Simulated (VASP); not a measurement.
# PbS (Galena) (Fm-3m) in VASP: further runs

PbS (Galena) is run at these levels: PBE exchange alone, r2SCAN; tasks: single point.

All numbers are computed with VASP 6.6.1; they aren't measurements. Logs are shortened: lines on timing, memory, paths and dates and some standing lists are left out, and cuts for length are marked.

### Step 1. The cell of the first run

It takes space group Fm-3m (No. 225, cubic). The conventional cell has a = 6.368 Å, b = 6.368 Å, c = 6.368 Å, α = 90.00°, β = 90.00°, γ = 90.00°. Within 4.2 Å of Pb (site symmetry m-3m) lie 6 S at 3.18 Å. S (site symmetry m-3m) has 6 Pb at 3.18 Å within 4.2 Å.

### Step 2. Single point, PBE exchange alone

INCAR reads:

```
PREC = Accurate
ENCUT = 520
EDIFF = 1E-6
ISMEAR = -1
SIGMA = 0.05
LREAL = F
LASPH = T
NELM = 80
ALGO = Normal
ISIF = 2
LWAVE = F
LCHARG = F
GGA = PE
ALDAC = 0.0
AGGAC = 0.0
NBANDS = 17
```

KPOINTS reads:

```
Automatic mesh
0
Gamma
  8 8 8
```

POSCAR reads:

```
PbS
1.0
    0.0000000000      3.1838030842      3.1838030842
    3.1838030842      0.0000000000      3.1838030842
    3.1838030842      3.1838030842      0.0000000000
Pb S
1 1
Direct
    0.0000000000      0.0000000000      0.0000000000
    0.5000000000      0.5000000000      0.5000000000
```

Potentials or basis: VASP PAW PBE potentials, release 64 (Pb_d, S).

Started as:

```console
$ cat potpaw_PBE.64/Pb_d/POTCAR potpaw_PBE.64/S/POTCAR > POTCAR
$ mpirun -np 1 vasp_std > vasp.out
```

OUTCAR:

```text
PREC = Accurate
   ENCUT = 520
   EDIFF = 1E-6
   ISMEAR = -1
   LREAL = F
   LASPH = T
   NELM = 80
   ISIF = 2
   GGA = PE

 ion  position               nearest neighbor table
   1  0.000  0.000  0.000-   2 3.18   2 3.18   2 3.18   2 3.18   2 3.18   2 3.18
   2  0.500  0.500  0.500-   1 3.18   1 3.18   1 3.18   1 3.18   1 3.18   1 3.18

  LATTYP: Found a face centered cubic cell.
 ALAT       =     6.3676061684

  Lattice vectors:

 A1 = (   0.0000000000,   3.1838030842,   3.1838030842)
 A2 = (   3.1838030842,   0.0000000000,   3.1838030842)
 A3 = (   3.1838030842,   3.1838030842,   0.0000000000)

Analysis of symmetry for initial positions (statically):
=====================================================================
 Subroutine PRICEL returns:
 Original cell was already a primitive cell.

 Routine SETGRP: Setting up the symmetry group for a
 face centered cubic supercell.

 Subroutine GETGRP returns: Found 48 space group operations
[... 9 lines left out ...]

 Routine SETGRP: Setting up the symmetry group for a
 face centered cubic supercell.

 Subroutine GETGRP returns: Found 48 space group operations
[... 11 lines left out ...]
                                     Primitive cell

  volume of cell :      64.5459

  direct lattice vectors                    reciprocal lattice vectors
     0.000000000  3.183803084  3.183803084    -0.157044888  0.157044888  0.157044888
     3.183803084  0.000000000  3.183803084     0.157044888 -0.157044888  0.157044888
     3.183803084  3.183803084  0.000000000     0.157044888  0.157044888 -0.157044888

  length of vectors
     4.502577502  4.502577502  4.502577502     0.272009726  0.272009726  0.272009726

  position of ions in fractional coordinates (direct lattice)
     0.000000000  0.000000000  0.000000000
     0.500000000  0.500000000  0.500000000

  ion indices of the primitive-cell ions
   primitive index   ion index
                 1           1
                 2           2

----------------------------------------------------------------------------------------

 KPOINTS: Automatic mesh

Automatic generation of k-mesh.
 Grid dimensions read from file:
 generate k-points for:    8    8    8

 Generating k-lattice:

  Cartesian coordinates                     Fractional coordinates (reciprocal lattice)
    -0.019630611  0.019630611  0.019630611     0.125000000  0.000000000  0.000000000
     0.019630611 -0.019630611  0.019630611     0.000000000  0.125000000  0.000000000
     0.019630611  0.019630611 -0.019630611     0.000000000  0.000000000  0.125000000

  Length of vectors
     0.034001216  0.034001216  0.034001216

  Shift w.r.t. Gamma in fractional coordinates (k-lattice)
     0.000000000  0.000000000  0.000000000

 Subroutine IBZKPT returns following result:
 ===========================================

 Found     29 irreducible k-points:

 Following reciprocal coordinates:
            Coordinates               Weight
  0.000000  0.000000  0.000000      1.000000
  0.125000  0.000000  0.000000      8.000000
  0.250000  0.000000  0.000000      8.000000
  0.375000  0.000000  0.000000      8.000000
  0.500000  0.000000  0.000000      4.000000
  0.125000  0.125000  0.000000      6.000000
[... 16 lines left out ...]
  0.500000  0.250000  0.125000     48.000000
 -0.375000  0.250000  0.125000     24.000000
 [... further k-points ...]
   k-points           NKPTS =     29   k-points in BZ     NKDIM =     29   number of bands    NBANDS=     17
   number of dos      NEDOS =    301   number of ions     NIONS =      2
   total plane-waves  NPLWV =  46656
   dimension x,y,z NGX =    36 NGY =   36 NGZ =   36
   dimension x,y,z NGXF=    72 NGYF=   72 NGZF=   72
   ions per type =               1   1
   NGX,Y,Z   is equivalent  to a cutoff of  13.29, 13.29, 13.29 a.u.
   NGXF,Y,Z  is equivalent  to a cutoff of  26.58, 26.58, 26.58 a.u.
 SYSTEM =  unknown system
   PREC   = accura    normal or accurate (medium, high low for compatibility)
   ISTART =      0    job   : 0-new  1-cont  2-samecut
   ICHARG =      2    charge: 1-file 2-atom 10-const
   ISPIN  =      1    spin polarized calculation?
   LNONCOLLINEAR =      F non collinear calculations
   LSORBIT =      F    spin-orbit coupling
   LASPH  =      T    aspherical Exc in radial PAW
   ENCUT  =  520.0 eV  38.22 Ry    6.18 a.u.   8.37  8.37  8.37*2*pi/ulx,y,z
   NELM   =     80;   NELMIN=  2; NELMDL= -5     # of ELM steps
   EDIFF  = 0.1E-05   stopping-criterion for ELM
   LREAL  =      F    real-space projection
   EDIFFG = 0.1E-04   stopping-criterion for IOM
   NSW    =      0    number of steps for IOM
   IBRION =     -1    ionic relax: 0-MD 1-quasi-New 2-CG
   NFREE  =      0    steps in history (QN), initial steepest desc. (CG)
   ISIF   =      2    stress and relaxation
   ISYM   =      2    0-nonsym 1-usesym 2-fastsym
   POTIM  = 0.5000    time-step for ionic-motion
   TEBEG  =    0.0;   TEEND  =   0.0 temperature during run
   PSTRESS=    0.0 pullay stress
   NELECT =      20.0000    total number of electrons
   NUPDOWN=      -1.0000    fix difference up-down
   EMIN   =  10.00;   EMAX   =-10.00  energy-range for DOS
   EFERMI =   0.00;   METHOD = LEGACY
   ISMEAR =    -1;   SIGMA  =   0.05  broadening in eV -4-tet -1-fermi 0-gaus
   EFERMI_NEDOS =   21; number of points for ismear=-14 and -15
   IALGO  =     38    algorithm
   IMIX   =      4    mixing-type and parameters
     AMIX     =   0.40;   BMIX     =  1.00
     AMIX_MAG =   1.60;   BMIX_MAG =  1.00
  volume/ion in A,a.u.               =      32.27       217.79
  Fermi-wavevector in a.u.,A,eV,Ry     =   1.107802  2.093441 16.697400  1.227224
  Thomas-Fermi vector in A             =   2.244321
   LORBIT       =      0    0 simple, 1 ext, 2 COOP (PROOUT), +10 PAW based schemes
   GGA     = PE    functional components
[... 5 lines left out ...]
 non-spin polarized calculation
  energy-cutoff  :      520.00
  volume of cell :       64.55
 maximum number of plane-waves:      1807
 NGX is ok and might be reduce to    36
   NGX = 17   NGY = 17   NGZ = 17

 number of electron      19.9999999 magnetization

 Free energy of the ion-electron system (eV)
  ---------------------------------------------------
  ext. energy  EPLUGINS =         0.00000000
  ---------------------------------------------------
  free energy    TOTEN  =        -6.76383379 eV

  energy without entropy =       -6.76383286  energy(sigma->0) =       -6.76383333

 E-fermi :   5.1104     XC(G=0):  -7.1859

 val. band max:        4.6166037325   @ k =   0.5000   0.0000   0.0000
 cond. band min:       5.6017413316   @ k =   0.5000   0.0000   0.0000
 fundamental gap:      0.9851375990
 Fermi energy:         5.1104036916

 k-point     1 :       0.0000    0.0000    0.0000
  band No.  band energies     occupation
      1     -11.7285      2.00000
      2     -11.7285      2.00000
      3     -11.7285      2.00000
      4     -11.7095      2.00000
      5     -11.7095      2.00000
      6      -7.1956      2.00000
[... 9 lines left out ...]
     16      12.0481      0.00000
     17      13.0744      0.00000

 k-point     2 :       0.1250    0.0000    0.0000
  band No.  band energies     occupation
      1     -11.7279      2.00000
      2     -11.7267      2.00000
      3     -11.7267      2.00000
      4     -11.7100      2.00000
      5     -11.7100      2.00000
      6      -7.1043      2.00000
[... 9 lines left out ...]
     16      12.3338      0.00000
     17      14.0019      0.00000

 k-point     3 :       0.2500    0.0000    0.0000
  band No.  band energies     occupation
      1     -11.7266      2.00000
      2     -11.7246      2.00000
      3     -11.7246      2.00000
      4     -11.7091      2.00000
      5     -11.7091      2.00000
      6      -6.8577      2.00000
[... 9 lines left out ...]
     16      13.0816      0.00000
     17      15.6409      0.00000

 k-point     4 :       0.3750    0.0000    0.0000
  band No.  band energies     occupation
      1     -11.7258      2.00000
      2     -11.7258      2.00000
      3     -11.7255      2.00000
      4     -11.7049      2.00000
      5     -11.7049      2.00000
      6      -6.5573      2.00000
[... 9 lines left out ...]
     16      14.1928      0.00000
     17      15.8457      0.00000

 k-point     5 :       0.5000    0.0000    0.0000
  band No.  band energies     occupation
      1     -11.7269      2.00000
      2     -11.7269      2.00000
      3     -11.7250      2.00000
      4     -11.7026      2.00000
      5     -11.7026      2.00000
      6      -6.4081      2.00000
[... 9 lines left out ...]
     16      15.1451      0.00000
     17      15.1451      0.00000

 k-point     6 :       0.1250    0.1250    0.0000
  band No.  band energies     occupation
      1     -11.7299      2.00000
      2     -11.7247      2.00000
      3     -11.7247      2.00000
      4     -11.7137      2.00000
      5     -11.7078      2.00000
      6      -7.0741      2.00000
[... 9 lines left out ...]
     16      12.8333      0.00000
     17      13.5691      0.00000
[... 281 lines left out ...]
 k-point    21 :       0.5000    0.5000    0.0000
  band No.  band energies     occupation
      1     -11.7590      2.00000
      2     -11.7384      2.00000
      3     -11.7021      2.00000
      4     -11.7021      2.00000
      5     -11.6982      2.00000
      6      -6.2326      2.00000
[... 9 lines left out ...]
     16      15.7724      0.00000
     17      17.0370      0.00000

 k-point    22 :       0.3750    0.2500    0.1250
  band No.  band energies     occupation
      1     -11.7294      2.00000
      2     -11.7263      2.00000
      3     -11.7175      2.00000
      4     -11.7158      2.00000
      5     -11.7044      2.00000
      6      -6.6669      2.00000
[... 9 lines left out ...]
     16      14.3831      0.00000
     17      14.8934      0.00000

 k-point    23 :       0.5000    0.2500    0.1250
  band No.  band energies     occupation
      1     -11.7318      2.00000
      2     -11.7253      2.00000
      3     -11.7175      2.00000
      4     -11.7120      2.00000
      5     -11.7041      2.00000
      6      -6.4197      2.00000
[... 9 lines left out ...]
     16      14.9431      0.00000
     17      15.7157      0.00000

 k-point    24 :      -0.3750    0.2500    0.1250
  band No.  band energies     occupation
      1     -11.7338      2.00000
      2     -11.7233      2.00000
      3     -11.7154      2.00000
      4     -11.7133      2.00000
      5     -11.7037      2.00000
      6      -6.3034      2.00000
[... 9 lines left out ...]
     16      15.7177      0.00000
     17      15.7382      0.00000

 [... further k-points ...]

------------------------ aborting loop because EDIFF is reached ----------------------------------------

  FORCE on cell =-STRESS in cart. coord.  units (eV):
  Direction    XX          YY          ZZ          XY          YZ          ZX
  --------------------------------------------------------------------------------------
  -------------------------------------------------------------------------------------
  Total       -0.0210251     -0.0210251     -0.0210251     -0.0000000      0.0000000     -0.0000000
  in kB       -0.5218917     -0.5218917     -0.5218917     -0.0000000      0.0000000     -0.0000000
  external PRESSURE =      -0.5218917 kB  Pullay stress =       0.0000000 kB

 VOLUME and BASIS-vectors are now :
 -----------------------------------------------------------------------------
  energy-cutoff  :      520.00
  volume of cell :       64.55
      direct lattice vectors                 reciprocal lattice vectors
     0.000000000  3.183803084  3.183803084    -0.157044888  0.157044888  0.157044888
     3.183803084  0.000000000  3.183803084     0.157044888 -0.157044888  0.157044888
     3.183803084  3.183803084  0.000000000     0.157044888  0.157044888 -0.157044888

 POSITION                                       TOTAL-FORCE (eV/Angst)
 -----------------------------------------------------------------------------------
      0.00000      0.00000      0.00000        -0.000000     -0.000000     -0.000000
      3.18380      3.18380      3.18380         0.000000      0.000000      0.000000
 -----------------------------------------------------------------------------------
    total drift:                                0.000000      0.000000      0.000000

  FREE ENERGIE OF THE ION-ELECTRON SYSTEM (eV)
  ---------------------------------------------------
  free  energy   TOTEN  =        -6.7638337907 eV

  energy  without entropy=       -6.7638328626  energy(sigma->0) =       -6.76383333
```

Wall time 31 s (1 thread of Intel Xeon Platinum 8488C (Sapphire Rapids), shared host); peak memory 0.21 GiB.

What came out:

```
Free energy            : -6.7638 eV
Pressure               : -0.1 GPa
Band gap on the k mesh : 0.99 eV, direct
```

Levels at points of the mesh, in eV from the valence-band top:
| k point | band 7 | band 8 | band 9 | band 10 | band 11 | band 12 | band 13 | band 14 |
| --- | --- | --- | --- | --- | --- | --- | --- | --- |
| (0.00, 0.00, 0.00) | -6.34 | -1.12 | -1.12 | -1.12 | 4.59 | 4.59 | 4.59 | 7.43 |
| (0.50, 0.00, 0.00) | -7.82 | -0.84 | -0.84 | 0.00 | 0.99 | 2.37 | 2.37 | 8.78 |
| (0.50, 0.50, 0.00) | -6.98 | -3.39 | -2.07 | -2.07 | 4.94 | 4.94 | 4.97 | 5.04 |

Caveat: spin-orbit coupling is left out, which moves the levels of the heavy elements.

(Continued in part 2 of 3.)
